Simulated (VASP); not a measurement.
# Ta (Im-3m) in VASP: relaxation of cell and atoms with PBEsol

Aim: the relaxation of cell and atoms of Ta with PBEsol.

All numbers are computed with VASP 6.6.1; they aren't measurements. Logs are shortened: lines on timing, memory, paths and dates and some standing lists are left out, and cuts for length are marked.

## Step 1: The cell of the first run

The structure is cubic, space group Im-3m (No. 229). The conventional cell has a = 3.310 Å, b = 3.310 Å, c = 3.310 Å, α = 90.00°, β = 90.00°, γ = 90.00°. Ta (site symmetry m-3m) has 14 Ta at 2.87 to 3.31 Å within 3.8 Å.

## Step 2: Relaxation of cell and atoms, PBEsol

File INCAR:

```
PREC = Accurate
ENCUT = 600
EDIFF = 1E-6
ISMEAR = 0
SIGMA = 0.3
LREAL = False
LASPH = True
NELM = 60
ALGO = Fast
ISIF = 3
LWAVE = False
LCHARG = False
GGA = PS
IBRION = 2
NSW = 80
EDIFFG = -0.005
```

File KPOINTS:

```
Automatic mesh
0
Gamma
  32 32 32
```

File POSCAR:

```
Ta
1.0
   -1.6550000000      1.6550000000      1.6550000000
    1.6550000000     -1.6550000000      1.6550000000
    1.6550000000      1.6550000000     -1.6550000000
Ta
1
Direct
    0.0000000000      0.0000000000      0.0000000000
```

Potentials or basis: VASP PAW PBE potentials, release 64 (Ta_pv).

Run with:

```console
> cat potpaw_PBE.64/Ta_pv/POTCAR > POTCAR
> mpirun -np 1 vasp_std > vasp.out
```

OUTCAR:

```text
PREC = Accurate
   ENCUT = 600
   EDIFF = 1E-6
   ISMEAR = 0
   LREAL = False
   LASPH = True
   NELM = 60
   ISIF = 3
   GGA = PS
   IBRION = 2
   NSW = 80
   EDIFFG = -0.005

 ion  position               nearest neighbor table
   1  0.000  0.000  0.000-

  LATTYP: Found a body centered cubic cell.
 ALAT       =     3.3100000000

  Lattice vectors:

 A1 = (  -1.6550000000,   1.6550000000,   1.6550000000)
 A2 = (   1.6550000000,  -1.6550000000,   1.6550000000)
 A3 = (   1.6550000000,   1.6550000000,  -1.6550000000)

Analysis of symmetry for initial positions (statically):
=====================================================================
 Subroutine PRICEL returns:
 Original cell was already a primitive cell.

 Routine SETGRP: Setting up the symmetry group for a
 body centered cubic supercell.

 Subroutine GETGRP returns: Found 48 space group operations
 (whereof 48 operations were pure point group operations)
 out of a pool of 48 trial point group operations.

The static configuration has the point symmetry O_h .

Analysis of symmetry for dynamics (positions and initial velocities):
=====================================================================
 Subroutine PRICEL returns:
 Original cell was already a primitive cell.

 Routine SETGRP: Setting up the symmetry group for a
 body centered cubic supercell.

 Subroutine GETGRP returns: Found 48 space group operations
 (whereof 48 operations were pure point group operations)
 out of a pool of 48 trial point group operations.

The dynamic configuration has the point symmetry O_h .

 Subroutine INISYM returns: Found 48 space group operations
 (whereof 48 operations are pure point group operations),
 and found     1 'primitive' translations

----------------------------------------------------------------------------------------

                                     Primitive cell

  volume of cell :      18.1323

  direct lattice vectors                    reciprocal lattice vectors
    -1.655000000  1.655000000  1.655000000     0.000000000  0.302114804  0.302114804
     1.655000000 -1.655000000  1.655000000     0.302114804  0.000000000  0.302114804
     1.655000000  1.655000000 -1.655000000     0.302114804  0.302114804  0.000000000

  length of vectors
     2.866544087  2.866544087  2.866544087     0.427254853  0.427254853  0.427254853

  position of ions in fractional coordinates (direct lattice)
     0.000000000  0.000000000  0.000000000

  ion indices of the primitive-cell ions
   primitive index   ion index
                 1           1

----------------------------------------------------------------------------------------

 KPOINTS: Automatic mesh

Automatic generation of k-mesh.
 Grid dimensions read from file:
 generate k-points for:   32   32   32

 Generating k-lattice:

  Cartesian coordinates                     Fractional coordinates (reciprocal lattice)
     0.000000000  0.009441088  0.009441088     0.031250000  0.000000000  0.000000000
     0.009441088  0.000000000  0.009441088     0.000000000  0.031250000  0.000000000
     0.009441088  0.009441088  0.000000000     0.000000000  0.000000000  0.031250000

  Length of vectors
     0.013351714  0.013351714  0.013351714

  Shift w.r.t. Gamma in fractional coordinates (k-lattice)
     0.000000000  0.000000000  0.000000000

 Subroutine IBZKPT returns following result:
 ===========================================

 Found    897 irreducible k-points:

 Following reciprocal coordinates:
            Coordinates               Weight
  0.000000  0.000000  0.000000      1.000000
  0.031250  0.000000  0.000000     12.000000
  0.062500  0.000000  0.000000     12.000000
  0.093750  0.000000  0.000000     12.000000
  0.125000  0.000000  0.000000     12.000000
  0.156250  0.000000  0.000000     12.000000
[... 16 lines left out ...]
  0.187500  0.031250 -0.000000     48.000000
  0.218750  0.031250  0.000000     48.000000
 [... further k-points ...]
   k-points           NKPTS =    897   k-points in BZ     NKDIM =    897   number of bands    NBANDS=      9
   number of dos      NEDOS =    301   number of ions     NIONS =      1
   total plane-waves  NPLWV =  13824
   dimension x,y,z NGX =    24 NGY =   24 NGZ =   24
   dimension x,y,z NGXF=    48 NGYF=   48 NGZF=   48
   ions per type =               1
   NGX,Y,Z   is equivalent  to a cutoff of  13.92, 13.92, 13.92 a.u.
   NGXF,Y,Z  is equivalent  to a cutoff of  27.84, 27.84, 27.84 a.u.
 SYSTEM =  unknown system
   PREC   = accura    normal or accurate (medium, high low for compatibility)
   ISTART =      0    job   : 0-new  1-cont  2-samecut
   ICHARG =      2    charge: 1-file 2-atom 10-const
   ISPIN  =      1    spin polarized calculation?
   LNONCOLLINEAR =      F non collinear calculations
   LSORBIT =      F    spin-orbit coupling
   LASPH  =      T    aspherical Exc in radial PAW
   ENCUT  =  600.0 eV  44.10 Ry    6.64 a.u.   5.73  5.73  5.73*2*pi/ulx,y,z
   NELM   =     60;   NELMIN=  2; NELMDL= -5     # of ELM steps
   EDIFF  = 0.1E-05   stopping-criterion for ELM
   LREAL  =      F    real-space projection
   EDIFFG = -.5E-02   stopping-criterion for IOM
   NSW    =     80    number of steps for IOM
   IBRION =      2    ionic relax: 0-MD 1-quasi-New 2-CG
   NFREE  =      1    steps in history (QN), initial steepest desc. (CG)
   ISIF   =      3    stress and relaxation
   ISYM   =      2    0-nonsym 1-usesym 2-fastsym
   POTIM  = 0.5000    time-step for ionic-motion
   TEBEG  =    0.0;   TEEND  =   0.0 temperature during run
   PSTRESS=    0.0 pullay stress
   NELECT =      11.0000    total number of electrons
   NUPDOWN=      -1.0000    fix difference up-down
   EMIN   =  10.00;   EMAX   =-10.00  energy-range for DOS
   EFERMI =   0.00;   METHOD = LEGACY
   ISMEAR =     0;   SIGMA  =   0.30  broadening in eV -4-tet -1-fermi 0-gaus
   EFERMI_NEDOS =   21; number of points for ismear=-14 and -15
   IALGO  =     68    algorithm
   IMIX   =      4    mixing-type and parameters
     AMIX     =   0.40;   BMIX     =  1.00
     AMIX_MAG =   1.60;   BMIX_MAG =  1.00
  volume/ion in A,a.u.               =      18.13       122.36
  Fermi-wavevector in a.u.,A,eV,Ry     =   1.385865  2.618906 26.131663  1.920623
  Thomas-Fermi vector in A             =   2.510235
   LORBIT       =      0    0 simple, 1 ext, 2 COOP (PROOUT), +10 PAW based schemes
   GGA     = PS    functional components
   LHFCALC =     F    Hartree Fock is set to
   AEXX    =    0.0000 exact exchange contribution
   IVDW    =     0    specifies the selected vdW correction
   LEPSILON=     F    determine dielectric tensor
   LRPA    =     F    only Hartree local field effects (RPA)
 conjugate gradient relaxation of ions
 non-spin polarized calculation
 RMM-DIIS sequential band-by-band and
 Gauss-broadening in eV      SIGMA  =   0.30
  energy-cutoff  :      600.00
  volume of cell :       18.13
 maximum number of plane-waves:       622
   NGX = 11   NGY = 11   NGZ = 11

--------------------------------------- Ionic step        1  -------------------------------------------

 number of electron      11.0000001 magnetization

 Free energy of the ion-electron system (eV)
  ---------------------------------------------------
  ext. energy  EPLUGINS =         0.00000000
  ---------------------------------------------------
  free energy    TOTEN  =       -12.57411936 eV

  energy without entropy =      -12.51424313  energy(sigma->0) =      -12.54418125

------------------------ aborting loop because EDIFF is reached ----------------------------------------

  FORCE on cell =-STRESS in cart. coord.  units (eV):
  Direction    XX          YY          ZZ          XY          YZ          ZX
  --------------------------------------------------------------------------------------
  -------------------------------------------------------------------------------------
  Total       -0.5301722     -0.5301722     -0.5301722     -0.0000000      0.0000000      0.0000000
  in kB      -46.8461116    -46.8461116    -46.8461116     -0.0000000      0.0000000      0.0000000
  external PRESSURE =     -46.8461116 kB  Pullay stress =       0.0000000 kB
[... 90 lines left out ...]
  energy  without entropy=      -12.5221030540  energy(sigma->0) =      -12.55131886

--------------------------------------- Ionic step        4  -------------------------------------------

 number of electron      11.0000002 magnetization

 Free energy of the ion-electron system (eV)
  ---------------------------------------------------
  ext. energy  EPLUGINS =         0.00000000
  ---------------------------------------------------
  free energy    TOTEN  =       -12.58053699 eV

  energy without entropy =      -12.52213757  energy(sigma->0) =      -12.55133728

 E-fermi :   5.4737     XC(G=0): -12.8162

 val. band max:        5.4725521599   @ k =  -0.2188   0.3125   0.0938
 cond. band min:       5.4740293761   @ k =  -0.3438   0.3750   0.1563
 fundamental gap:      0.0014772163
 Fermi energy:         5.4737011995

 k-point     1 :       0.0000    0.0000    0.0000
  band No.  band energies     occupation
      1     -27.4935      2.00000
      2     -27.4935      2.00000
      3     -27.4935      2.00000
      4      -2.5353      2.00000
      5       6.1809      0.00086
      6       6.1809      0.00086
      7       6.1809      0.00086
      8       9.5123      0.00000
      9       9.5123      0.00000
[... 265 lines left out ...]
 k-point    24 :       0.2188    0.0312    0.0000
  band No.  band energies     occupation
      1     -28.0893      2.00000
      2     -27.6785      2.00000
      3     -27.5021      2.00000
      4      -0.3892      2.00000
      5       4.9764      1.98094
      6       5.3892      1.30946
      7       8.5808      0.00000
      8       8.8229      0.00000
      9       9.7154      0.00000

 [... further k-points ...]

------------------------ aborting loop because EDIFF is reached ----------------------------------------

  FORCE on cell =-STRESS in cart. coord.  units (eV):
  Direction    XX          YY          ZZ          XY          YZ          ZX
  --------------------------------------------------------------------------------------
  -------------------------------------------------------------------------------------
  Total       -0.0013684     -0.0013684     -0.0013684      0.0000000     -0.0000000     -0.0000000
  in kB       -0.1238351     -0.1238351     -0.1238351      0.0000000     -0.0000000     -0.0000000
  external PRESSURE =      -0.1238351 kB  Pullay stress =       0.0000000 kB
[... 16 lines left out ...]
  FREE ENERGIE OF THE ION-ELECTRON SYSTEM (eV)
  ---------------------------------------------------
  free  energy   TOTEN  =       -12.5805369938 eV

  energy  without entropy=      -12.5221375749  energy(sigma->0) =      -12.55133728

 reached required accuracy - stopping structural energy minimisation
```

Run time: 8.5 min. Hardware: 1 thread of Intel Xeon 8259CL, shared host; peak memory 0.33 GiB.

Results:

```
Free energy                           : -12.5805 eV
Relaxed volume                        : 17.70 Å³/atom
Relaxed cell                          : a = 2.844 Å, b = 2.844 Å, c = 2.844 Å, α = 109.47°, β = 109.47°, γ = 109.47°
Space group after relaxing (to 0.1 Å) : Im-3m (No. 229)
Energy gained by relaxing             : 6.4 meV/atom
Ionic steps                           : 4
Pressure after relaxing               : 0.0 GPa
Band gap on the k mesh                : zero (an odd number of electrons rules out a gap without spin polarisation)
```

Step by step:
| step | energy change (eV) | largest force (eV/Å) | pressure (GPa) | volume (Å³) |
| --- | --- | --- | --- | --- |
| 1 | 0.0000 | 0.0000 | -4.68 | 18.13 |
| 2 | 0.0281 | 0.0000 | 12.40 | 16.78 |
| 3 | -0.0064 | 0.0000 | -0.12 | 17.71 |
| 4 | -0.0064 | 0.0000 | -0.01 | 17.70 |

Final structure:
```
Ta
1.0
    -1.64189    1.64189    1.64189
     1.64189   -1.64189    1.64189
     1.64189    1.64189   -1.64189
Ta
1
Direct
  0.00000 0.00000 0.00000
```

Caveat: so wide a smearing shifts energies and pressures; the PAW data sets were made with another functional, which shifts forces and pressure a little; spin-orbit coupling is left out, which moves the levels of the heavy elements.
